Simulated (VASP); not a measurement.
# ZnSnN2 (P-4m2) in VASP: settings compared, part 2 of 2

VASP 6.6.1. Earlier steps stand in the parts before.

## Step 6: Single point, r2SCAN (volume changed by -3%)

File POSCAR:

```
ZnSnN2
1.0
    3.3478559850      0.0000000000      0.0000000000
    0.0000000000      3.3478559850      0.0000000000
    0.0000000000      0.0000000000      4.6521661633
Zn N Sn
1 2 1
Direct
    0.0000000000      0.0000000000      0.0000000000
    0.0000000000      0.5000000000      0.2448435878
    0.5000000000      0.0000000000      0.7551564122
    0.5000000000      0.5000000000      0.5000000000
```

File INCAR.step1:

```
SYSTEM = ZnSnN2
  ALGO = Normal
  EDIFF = 1E-4
  ENCUT = 520
  GGA = PE
  ISMEAR = -1
  LASPH = .TRUE.
  LCHARG = .FALSE.
  LREAL = .FALSE.
  LWAVE = .TRUE.
  NBANDS = 26
  NELM = 60
  PREC = Accurate
  SIGMA = 0.02
```

File INCAR.step2:

```
SYSTEM = ZnSnN2
  ALGO = Normal
  EDIFF = 1E-7
  ENCUT = 520
  ISIF = 2
  ISMEAR = -1
  ISTART = 1
  LASPH = .TRUE.
  LCHARG = .FALSE.
  LMIXTAU = .TRUE.
  LREAL = .FALSE.
  LWAVE = .FALSE.
  METAGGA = R2SCAN
  NBANDS = 26
  NELM = 60
  PREC = Accurate
  SIGMA = 0.02
```

File KPOINTS:

```
k-points
0
G
  6 6 4
  0 0 0
```

Potentials or basis: VASP PAW PBE potentials, release 64 (Zn, N, Sn_d).

Launch:

```
$ cat potpaw_PBE.64/Zn/POTCAR potpaw_PBE.64/N/POTCAR potpaw_PBE.64/Sn_d/POTCAR > POTCAR
$ cp INCAR.step1 INCAR
$ mpirun -np 1 vasp_std > vasp.out
$ cp INCAR.step2 INCAR
$ mpirun -np 1 vasp_std > vasp.out
```

OUTCAR:

```text
SYSTEM = ZnSnN2
   EDIFF = 1E-7
   ENCUT = 520
   ISIF = 2
   ISMEAR = -1
   ISTART = 1
   LASPH = .TRUE.
   LREAL = .FALSE.
   METAGGA = R2SCAN
   NELM = 60
   PREC = Accurate

 ion  position               nearest neighbor table
   1  0.000  0.000  0.000-   2 2.02   3 2.02   2 2.02   3 2.02   4 3.32   4 3.32   4 3.32   4 3.32
                             4 3.32   4 3.32   4 3.32   4 3.32
   2  0.000  0.500  0.245-   1 2.02   1 2.02   4 2.05   4 2.05
   3  0.500  0.000  0.755-   1 2.02   1 2.02   4 2.05   4 2.05
   4  0.500  0.500  0.500-   2 2.05   3 2.05   3 2.05   2 2.05   1 3.32   1 3.32   1 3.32   1 3.32
                             1 3.32   1 3.32   1 3.32   1 3.32

  LATTYP: Found a simple tetragonal cell.
 ALAT       =     3.3478559850
 C/A-ratio  =     1.3895956649

  Lattice vectors:

 A1 = (   3.3478559850,   0.0000000000,   0.0000000000)
 A2 = (   0.0000000000,   3.3478559850,   0.0000000000)
 A3 = (   0.0000000000,   0.0000000000,   4.6521661633)

Analysis of symmetry for initial positions (statically):
=====================================================================
 Subroutine PRICEL returns:
 Original cell was already a primitive cell.

[... 168 lines left out ...]
  ---------------------------------------------------
  free energy    TOTEN  =       -52.27879199 eV

  energy without entropy =      -52.27879185  energy(sigma->0) =      -52.27879192

 E-fermi :   5.8253     XC(G=0): -12.0652

 val. band max:        5.5882258871   @ k =   0.0000   0.0000   0.0000
 cond. band min:       6.0411900145   @ k =   0.0000   0.0000   0.0000
 fundamental gap:      0.4529641274
 Fermi energy:         5.8252705923

 k-point     1 :       0.0000    0.0000    0.0000
  band No.  band energies     occupation
      1     -16.2739      2.00000
      2     -15.9052      2.00000
      3     -15.9052      2.00000
      4     -15.8431      2.00000
      5     -15.6945      2.00000
      6     -11.1608      2.00000
[... 685 lines left out ...]
     25      16.5844      0.00000
     26      16.6755      0.00000

 [... further k-points ...]
[... 5 lines left out ...]
  --------------------------------------------------------------------------------------
  -------------------------------------------------------------------------------------
  Total        1.9174153      1.9174153      1.7870215      0.0000000      0.0000000      0.0000000
  in kB       58.9166449     58.9166449     54.9100198      0.0000000      0.0000000      0.0000000
  external PRESSURE =      57.5811032 kB  Pullay stress =       0.0000000 kB

 VOLUME and BASIS-vectors are now :
 -----------------------------------------------------------------------------
  energy-cutoff  :      520.00
  volume of cell :       52.14
      direct lattice vectors                 reciprocal lattice vectors
     3.347855985  0.000000000  0.000000000     0.298698631  0.000000000  0.000000000
     0.000000000  3.347855985  0.000000000     0.000000000  0.298698631  0.000000000
     0.000000000  0.000000000  4.652166163     0.000000000  0.000000000  0.214953629

 POSITION                                       TOTAL-FORCE (eV/Angst)
 -----------------------------------------------------------------------------------
      0.00000      0.00000      0.00000        -0.000000     -0.000000      0.000000
      0.00000      1.67393      1.13905         0.000000     -0.000000     -0.124608
      1.67393      0.00000      3.51311        -0.000000     -0.000000      0.124608
      1.67393      1.67393      2.32608        -0.000000      0.000000      0.000000
 -----------------------------------------------------------------------------------
    total drift:                                0.000000      0.000000      0.000000

  FREE ENERGIE OF THE ION-ELECTRON SYSTEM (eV)
  ---------------------------------------------------
  free  energy   TOTEN  =       -52.2787919863 eV

  energy  without entropy=      -52.2787918452  energy(sigma->0) =      -52.27879192
```

OSZICAR.step1:

```text
N       E                     dE             d eps       ncg     rms          rms(c)
DAV:   1     0.315776433065E+03    0.31578E+03   -0.18287E+04  1584   0.214E+03
DAV:   2     0.159431645996E+02   -0.29983E+03   -0.28543E+03  1584   0.464E+02
DAV:   3    -0.240486071525E+02   -0.39992E+02   -0.39354E+02  1806   0.157E+02
DAV:   4    -0.254649627731E+02   -0.14164E+01   -0.14095E+01  1822   0.316E+01
DAV:   5    -0.254882620826E+02   -0.23299E-01   -0.23294E-01  1852   0.431E+00    0.137E+01
DAV:   6    -0.210667191068E+02    0.44215E+01   -0.82312E+00  2470   0.711E+01    0.714E+00
DAV:   7    -0.213418298008E+02   -0.27511E+00   -0.34768E+00  1606   0.136E+01    0.423E+00
DAV:   8    -0.213214052074E+02    0.20425E-01   -0.37595E-01  2188   0.589E+00    0.136E+00
DAV:   9    -0.212882245414E+02    0.33181E-01   -0.89018E-02  2338   0.394E+00    0.308E-01
DAV:  10    -0.212892991248E+02   -0.10746E-02   -0.13574E-02  1630   0.746E-01    0.173E-01
DAV:  11    -0.212895307441E+02   -0.23162E-03   -0.62521E-04  1744   0.211E-01    0.370E-02
DAV:  12    -0.212895024230E+02    0.28321E-04   -0.73450E-05   988   0.856E-02
   1 F= -.21289502E+02 E0= -.21289408E+02  d E =-.188365E-03
```

Wall time 90 s (1 thread of Intel Xeon 6975P-C (Granite Rapids), shared host); peak memory 0.2 GiB.

What came out:

- Free energy: -52.2788 eV
- Pressure: 5.8 GPa
- Largest force: 0.125 eV/Å
- Band gap on the k mesh: 0.45 eV, direct

Forces on the atoms (eV/Å):
```
Zn   0.000  0.000  0.000
N    0.000  0.000 -0.125
N    0.000  0.000  0.125
Sn   0.000  0.000  0.000
```

Stress tensor (GPa, compression positive):
```
5.89 0.00 0.00
0.00 5.89 0.00
0.00 0.00 5.49
```

Caveat: the PAW data sets were made with another functional, which shifts forces and pressure a little; spin-orbit coupling is left out, which moves the levels of the heavy elements.

## Step 7: The runs side by side

| level | cell | gap on the mesh (eV) | pressure (GPa) | largest force (eV/Å) |
| --- | --- | --- | --- | --- |
| PBE | a = 3.414, b = 3.414, c = 4.764 Å, 4 atoms | none | 0.4 | 0.01 |
| PBE | a = 3.447, b = 3.447, c = 4.811 Å, 4 atoms | none | -3.5 | 0.09 |
| PBE | a = 3.481, b = 3.481, c = 4.858 Å, 4 atoms | none | -6.7 | 0.16 |
| r2SCAN | a = 3.313, b = 3.313, c = 4.604 Å, 4 atoms | 0.57 | 12.1 | 0.26 |
| r2SCAN | a = 3.348, b = 3.348, c = 4.652 Å, 4 atoms | 0.45 | 5.8 | 0.12 |

Alike in all rows: task single point; potentials or basis VASP PAW PBE potentials, release 64 (Zn, N, Sn_d); no spin polarisation; k mesh 6 × 6 × 4; cutoff (eV) 520; smearing fermi-dirac 0.02 eV.

Caveats: spin-orbit coupling is left out, which moves the levels of the heavy elements; the PAW data sets were made with another functional, which shifts forces and pressure a little (some runs).

Total energies depend on the potentials used, so only differences within one code and one set of settings carry meaning.
